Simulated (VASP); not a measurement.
A run of VASP 6.6.1 is set up as follows.

File INCAR:

```
PREC = Accurate
ENCUT = 520
EDIFF = 1E-6
ISMEAR = 0
SIGMA = 0.15
LREAL = False
LASPH = True
NELM = 60
ALGO = Fast
ISIF = 2
LWAVE = False
LCHARG = False
GGA = PS
NBANDS = 13
```

The input KPOINTS:

```
regular mesh
0
Gamma
  18 18 18
```

POSCAR

```
Mo
1.0
    2.5987348773      0.0000000000      0.0000000000
   -1.2993674387      2.4874725711      0.0000000000
    0.0000000000      0.0000000000      2.5551807000
Mo
1
Direct
    0.0000000000      0.0000000000      0.5000000000
```

Potentials or basis: VASP PAW PBE potentials, release 64 (Mo_sv).

Run with:

```console
$ cat potpaw_PBE.64/Mo_sv/POTCAR > POTCAR
$ mpirun -np 1 vasp_std > vasp.out
```

**Question.** Estimate the pressure.

**Answer.** -1.7 GPa.

**Question.** What does it give for the band gap on the k mesh?

**Answer.** Zero (bands 7 and 8 overlap by 1.86 eV).

Stress tensor (GPa, compression positive):
```
 1.58  0.00  0.00
 0.00  0.98  0.00
 0.00  0.00 -7.57
```

Caveat: the cell differs from its parent crystal (strain -0.0500 x Voigt [1, -1, 0, 0, 0, 0]); the PAW data sets were made with another functional, which shifts forces and pressure a little.
